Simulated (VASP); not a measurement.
# GeW in VASP: settings compared, part 2 of 3

VASP 6.6.1. The steps go on from the part before.

### 3 Single point, PBE (atoms moved at random)

INCAR reads:

```
SYSTEM = GeW
PREC = Accurate ; ENCUT = 520
EDIFF = 1E-6 ; ISMEAR = -1
SIGMA = 0.05 ; LREAL = .False.
LASPH = .True. ; NELM = 80
ALGO = Normal ; ISIF = 2
LWAVE = .False. ; LCHARG = .False.
GGA = PE ; NBANDS = 21
```

KPOINTS reads:

```
regular mesh
0
Gamma
  9 9 9
  0 0 0
```

POSCAR reads:

```
GeW
1.0
    0.0000000000      2.5776100000      2.5776100000
    2.5776100000      0.0000000000      2.5776100000
    2.5776100000      2.5776100000      0.0000000000
Ge W
1 1
Direct
    0.5060030000      0.4819250000      0.5102550000
    0.0156990000     -0.0012210000     -0.0085860000
```

Potentials or basis: VASP PAW PBE potentials, release 64 (Ge_d, W_sv).

Command:

```sh
cat potpaw_PBE.64/Ge_d/POTCAR potpaw_PBE.64/W_sv/POTCAR > POTCAR
mpirun -np 1 vasp_std > vasp.out
```

OUTCAR:

```text
SYSTEM = GeW
   PREC = Accurate
   ENCUT = 520
   EDIFF = 1E-6
   ISMEAR = -1
   LREAL = .False.
   LASPH = .True.
   NELM = 80
   ISIF = 2
   GGA = PE

 ion  position               nearest neighbor table
   1  0.506  0.482  0.510-   2 2.51   2 2.55   2 2.57   2 2.58   2 2.60   2 2.65
   2  0.016  0.999  0.991-   1 2.51   1 2.55   1 2.57   1 2.58   1 2.60   1 2.65

  LATTYP: Found a face centered cubic cell.
 ALAT       =     5.1552200000

  Lattice vectors:

 A1 = (   0.0000000000,   2.5776100000,   2.5776100000)
 A2 = (   2.5776100000,   0.0000000000,   2.5776100000)
 A3 = (   2.5776100000,   2.5776100000,   0.0000000000)

Analysis of symmetry for initial positions (statically):
=====================================================================
 Subroutine PRICEL returns:
 Original cell was already a primitive cell.

 Routine SETGRP: Setting up the symmetry group for a
 face centered cubic supercell.

 Subroutine GETGRP returns: Found  1 space group operations
 (whereof  1 operations were pure point group operations)
 out of a pool of 48 trial point group operations.

The static configuration has the point symmetry C_1 .

Analysis of symmetry for dynamics (positions and initial velocities):
=====================================================================
 Subroutine PRICEL returns:
 Original cell was already a primitive cell.

 Routine SETGRP: Setting up the symmetry group for a
 face centered cubic supercell.

 Subroutine GETGRP returns: Found  1 space group operations
 (whereof  1 operations were pure point group operations)
 out of a pool of 48 trial point group operations.

The dynamic configuration has the point symmetry C_1 .

 Subroutine INISYM returns: Found  1 space group operations
 (whereof  1 operations are pure point group operations),
 and found     1 'primitive' translations

----------------------------------------------------------------------------------------

                                     Primitive cell

  volume of cell :      34.2517

  direct lattice vectors                    reciprocal lattice vectors
     0.000000000  2.577610000  2.577610000    -0.193978143  0.193978143  0.193978143
     2.577610000  0.000000000  2.577610000     0.193978143 -0.193978143  0.193978143
     2.577610000  2.577610000  0.000000000     0.193978143  0.193978143 -0.193978143

  length of vectors
     3.645291021  3.645291021  3.645291021     0.335979998  0.335979998  0.335979998

  position of ions in fractional coordinates (direct lattice)
     0.506003000  0.481925000  0.510255000
     0.015699000  0.998779000  0.991414000

  ion indices of the primitive-cell ions
   primitive index   ion index
                 1           1
                 2           2

----------------------------------------------------------------------------------------

 KPOINTS: regular mesh

Automatic generation of k-mesh.
 Grid dimensions read from file:
 generate k-points for:    9    9    9

 Generating k-lattice:

  Cartesian coordinates                     Fractional coordinates (reciprocal lattice)
    -0.021553127  0.021553127  0.021553127     0.111111111  0.000000000  0.000000000
     0.021553127 -0.021553127  0.021553127     0.000000000  0.111111111  0.000000000
     0.021553127  0.021553127 -0.021553127     0.000000000  0.000000000  0.111111111

  Length of vectors
     0.037331111  0.037331111  0.037331111

  Shift w.r.t. Gamma in fractional coordinates (k-lattice)
     0.000000000  0.000000000  0.000000000

 Subroutine IBZKPT returns following result:
 ===========================================

 Found    365 irreducible k-points:

 Following reciprocal coordinates:
            Coordinates               Weight
  0.000000  0.000000  0.000000      1.000000
  0.111111  0.000000  0.000000      2.000000
  0.000000  0.111111  0.000000      2.000000
  0.000000  0.000000  0.111111      2.000000
  0.111111  0.111111  0.111111      2.000000
  0.222222  0.000000  0.000000      2.000000
[... 16 lines left out ...]
  0.111111  0.000000  0.222222      2.000000
  0.111111  0.111111 -0.111111      2.000000
 [... further k-points ...]
   k-points           NKPTS =    365   k-points in BZ     NKDIM =    365   number of bands    NBANDS=     21
   number of dos      NEDOS =    301   number of ions     NIONS =      2
   total plane-waves  NPLWV =  21952
   dimension x,y,z NGX =    28 NGY =   28 NGZ =   28
   dimension x,y,z NGXF=    56 NGYF=   56 NGZF=   56
   ions per type =               1   1
   NGX,Y,Z   is equivalent  to a cutoff of  12.77, 12.77, 12.77 a.u.
   NGXF,Y,Z  is equivalent  to a cutoff of  25.54, 25.54, 25.54 a.u.
 SYSTEM =  GeW
   PREC   = accura    normal or accurate (medium, high low for compatibility)
   ISTART =      0    job   : 0-new  1-cont  2-samecut
   ICHARG =      2    charge: 1-file 2-atom 10-const
   ISPIN  =      1    spin polarized calculation?
   LNONCOLLINEAR =      F non collinear calculations
   LSORBIT =      F    spin-orbit coupling
   LASPH  =      T    aspherical Exc in radial PAW
   ENCUT  =  520.0 eV  38.22 Ry    6.18 a.u.   6.78  6.78  6.78*2*pi/ulx,y,z
   NELM   =     80;   NELMIN=  2; NELMDL= -5     # of ELM steps
   EDIFF  = 0.1E-05   stopping-criterion for ELM
   LREAL  =      F    real-space projection
   EDIFFG = 0.1E-04   stopping-criterion for IOM
   NSW    =      0    number of steps for IOM
   IBRION =     -1    ionic relax: 0-MD 1-quasi-New 2-CG
   NFREE  =      0    steps in history (QN), initial steepest desc. (CG)
   ISIF   =      2    stress and relaxation
   ISYM   =      2    0-nonsym 1-usesym 2-fastsym
   POTIM  = 0.5000    time-step for ionic-motion
   TEBEG  =    0.0;   TEEND  =   0.0 temperature during run
   PSTRESS=    0.0 pullay stress
   NELECT =      28.0000    total number of electrons
   NUPDOWN=      -1.0000    fix difference up-down
   EMIN   =  10.00;   EMAX   =-10.00  energy-range for DOS
   EFERMI =   0.00;   METHOD = LEGACY
   ISMEAR =    -1;   SIGMA  =   0.05  broadening in eV -4-tet -1-fermi 0-gaus
   EFERMI_NEDOS =   21; number of points for ismear=-14 and -15
   IALGO  =     38    algorithm
   IMIX   =      4    mixing-type and parameters
     AMIX     =   0.40;   BMIX     =  1.00
     AMIX_MAG =   1.60;   BMIX_MAG =  1.00
  volume/ion in A,a.u.               =      17.13       115.57
  Fermi-wavevector in a.u.,A,eV,Ry     =   1.530736  2.892672 31.880529  2.343153
  Thomas-Fermi vector in A             =   2.638178
   LORBIT       =      0    0 simple, 1 ext, 2 COOP (PROOUT), +10 PAW based schemes
   GGA     = PE    functional components
   LHFCALC =     F    Hartree Fock is set to
   AEXX    =    0.0000 exact exchange contribution
   IVDW    =     0    specifies the selected vdW correction
   LEPSILON=     F    determine dielectric tensor
   LRPA    =     F    only Hartree local field effects (RPA)
 non-spin polarized calculation
  energy-cutoff  :      520.00
  volume of cell :       34.25
 maximum number of plane-waves:       944
   NGX = 13   NGY = 13   NGZ = 13

 number of electron      28.0000001 magnetization

 Free energy of the ion-electron system (eV)
  ---------------------------------------------------
  ext. energy  EPLUGINS =         0.00000000
  ---------------------------------------------------
  free energy    TOTEN  =       -15.69214242 eV

  energy without entropy =      -15.66848134  energy(sigma->0) =      -15.68031188

 E-fermi :   9.0541     XC(G=0): -12.4172

 val. band max:        9.0537792045   @ k =   0.3333   0.2222   0.3333
 cond. band min:       9.0546549813   @ k =   0.0000   0.3333   0.1111
 fundamental gap:      0.0008757768
 Fermi energy:         9.0540565626

 k-point     1 :       0.0000    0.0000    0.0000
  band No.  band energies     occupation
      1     -65.4368      2.00000
      2     -29.6279      2.00000
      3     -29.6245      2.00000
      4     -29.6241      2.00000
      5     -15.3996      2.00000
      6     -15.3985      2.00000
[... 13 lines left out ...]
     20      17.2611      0.00000
     21      24.1716      0.00000

 k-point     2 :       0.1111    0.0000    0.0000
  band No.  band energies     occupation
      1     -65.4363      2.00000
      2     -29.6377      2.00000
      3     -29.6288      2.00000
      4     -29.6265      2.00000
      5     -15.3952      2.00000
      6     -15.3942      2.00000
[... 13 lines left out ...]
     20      17.7156      0.00000
     21      21.9094      0.00000
[... 487 lines left out ...]
      5     -15.3926      2.00000
      6     -15.3806      2.00000
[... 13 lines left out ...]
     20      19.2326      0.00000
     21      20.0285      0.00000

 k-point    24 :       0.1111    0.1111   -0.1111
  band No.  band energies     occupation
      1     -65.4355      2.00000
      2     -29.6621      2.00000
      3     -29.6343      2.00000
      4     -29.6340      2.00000
      5     -15.3918      2.00000
      6     -15.3812      2.00000
[... 13 lines left out ...]
     20      19.2000      0.00000
     21      20.0809      0.00000

 [... further k-points ...]
[... 5 lines left out ...]
  --------------------------------------------------------------------------------------
  -------------------------------------------------------------------------------------
  Total        0.0737674      0.1100164      0.3875125     -0.0027383      0.0370233      0.0083651
  in kB        3.4505893      5.1461977     18.1265309     -0.1280869      1.7318274      0.3912934
  external PRESSURE =       8.9077726 kB  Pullay stress =       0.0000000 kB

 VOLUME and BASIS-vectors are now :
 -----------------------------------------------------------------------------
  energy-cutoff  :      520.00
  volume of cell :       34.25
      direct lattice vectors                 reciprocal lattice vectors
     0.000000000  2.577610000  2.577610000    -0.193978143  0.193978143  0.193978143
     2.577610000  0.000000000  2.577610000     0.193978143 -0.193978143  0.193978143
     2.577610000  2.577610000  0.000000000     0.193978143  0.193978143 -0.193978143

 POSITION                                       TOTAL-FORCE (eV/Angst)
 -----------------------------------------------------------------------------------
      2.55745      2.61952      2.54649        -0.045993     -0.212004      0.634020
      5.12994      2.59594      2.61493         0.045993      0.212004     -0.634020
 -----------------------------------------------------------------------------------
    total drift:                               -0.000255     -0.000002      0.000021

  FREE ENERGIE OF THE ION-ELECTRON SYSTEM (eV)
  ---------------------------------------------------
  free  energy   TOTEN  =       -15.6921424220 eV

  energy  without entropy=      -15.6684813443  energy(sigma->0) =      -15.68031188
```

OSZICAR:

```text
N       E                     dE             d eps       ncg     rms          rms(c)
DAV:   1     0.218659680481E+03    0.21866E+03   -0.14158E+04 17842   0.303E+03
DAV:   2     0.351255684917E+01   -0.21515E+03   -0.20804E+03 15735   0.620E+02
DAV:   3    -0.162909728173E+02   -0.19804E+02   -0.19413E+02 17645   0.122E+02
DAV:   4    -0.167271605257E+02   -0.43619E+00   -0.43492E+00 16855   0.187E+01
DAV:   5    -0.167328903559E+02   -0.57298E-02   -0.57295E-02 17608   0.255E+00    0.170E+01
DAV:   6    -0.157287185832E+02    0.10042E+01   -0.25539E+00 18442   0.127E+01    0.431E+00
DAV:   7    -0.157013971138E+02    0.27321E-01   -0.82582E-02 18653   0.379E+00    0.224E+00
DAV:   8    -0.156928127420E+02    0.85844E-02   -0.20493E-02 19692   0.211E+00    0.196E-01
DAV:   9    -0.156921440092E+02    0.66873E-03   -0.33000E-03 17314   0.998E-01    0.921E-02
DAV:  10    -0.156921478887E+02   -0.38794E-05   -0.14655E-04 18922   0.123E-01    0.413E-02
DAV:  11    -0.156921425169E+02    0.53718E-05   -0.16607E-05 17370   0.414E-02    0.150E-02
DAV:  12    -0.156921424220E+02    0.94835E-07   -0.17709E-06 11189   0.182E-02
   1 F= -.15692142E+02 E0= -.15680312E+02  d E =-.236611E-01
```

stdout:

```text
POSCAR found type information on POSCAR GeW
 POSCAR found :  2 types and       2 ions
 scaLAPACK will be used
 LDA part: xc-table for (Slater+PW92), standard interpolation
 POSCAR, INCAR and KPOINTS ok, starting setup
 FFT: planning ... GRIDC
 FFT: planning ... GRID_SOFT
 FFT: planning ... GRID
 WAVECAR not read
 entering main loop
```

Run time: 5.2 min. Hardware: 1 thread of Intel Xeon 8259CL, shared host; peak memory 0.37 GiB.

What came out:

| Item | Value |
| --- | --- |
| Free energy | -15.6921 eV |
| Pressure | 0.9 GPa |
| Largest force | 0.670 eV/Å |
| Band gap on the k mesh | zero (band 14 reaches 9.60 eV, above the bottom of band 15 at 7.89 eV) |

Forces in eV/Å, atoms in the order of the input:
```
Ge  -0.046 -0.212  0.634
W    0.046  0.212 -0.634
```

Levels at points of the mesh, in eV from the Fermi level:
| k point | band 10 | band 11 | band 12 | band 13 | band 14 | band 15 | band 16 | band 17 | band 18 | band 19 |
| --- | --- | --- | --- | --- | --- | --- | --- | --- | --- | --- |
| (0.00, 0.00, 0.00) | -12.32 | -1.63 | -1.63 | -1.60 | -0.92 | -0.87 | 2.46 | 2.47 | 2.50 | 7.55 |

Caveat: the cell differs from its parent crystal (atoms moved at random); spin-orbit coupling is left out, which moves the levels of the heavy elements.

(Continued in part 3 of 3.)
